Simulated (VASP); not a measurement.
Set up this calculation in VASP 6.6.1, as the native input.

- Task: single point
- Functional: LDA
- Potentials or basis: VASP PAW LDA potentials, release 64 (Cd)
- Cutoff: 520 eV
- k mesh: 13 × 13 × 6
- Occupations: fermi-dirac, width 0.1 eV
- Spin: no spin polarisation
- Dipole correction: no
- Further INCAR settings: ALGO = Normal; EDIFF = 1e-06; NBANDS = 19

The structure of Cd lies in POSCAR:

```
Cd
1.0
    2.8818641727      0.0000000000      0.0000000000
   -1.4409320863      2.4957675838      0.0000000000
    0.0000000000      0.0000000000      5.6383707528
Cd
2
Direct
    0.3333333333      0.6666666667      0.2500000000
    0.6666666667      0.3333333333      0.7500000000
```

One way to write it, as run:

INCAR

```
SYSTEM = Cd
ALGO     = Normal         ! electronic algorithm
EDIFF    = 1E-6           ! SCF threshold, eV
ENCUT    = 520            ! plane-wave cutoff, eV
ISIF     = 2              ! what is computed and relaxed
ISMEAR   = -1             ! smearing method
LASPH    = .TRUE.         ! aspherical terms in the spheres
LCHARG   = .FALSE.        ! write CHGCAR
LREAL    = .FALSE.        ! projectors in reciprocal space
LWAVE    = .FALSE.        ! write WAVECAR
NBANDS   = 19             ! bands
NELM     = 80             ! most SCF steps
PREC     = Accurate       ! precision mode
SIGMA    = 0.1            ! smearing width, eV
```

KPOINTS

```
k-points
0
G
  13 13 6
  0 0 0
```

Potentials or basis: VASP PAW LDA potentials, release 64 (Cd).

Launch:

```console
$ cat potpaw_LDA.64/Cd/POTCAR > POTCAR
$ mpirun -np 1 vasp_std > vasp.out
```

It gave:

- Pressure: 0.8 GPa
- Band gap on the k mesh: zero (band 12 reaches 4.47 eV, above the bottom of band 13 at -0.22 eV)

It took 34 s on 1 thread of Intel(R) Xeon(R) Platinum 8259CL CPU @ 2.50GHz (Skylake/Cascade Lake) (shared host), peak memory 0.17 GiB.
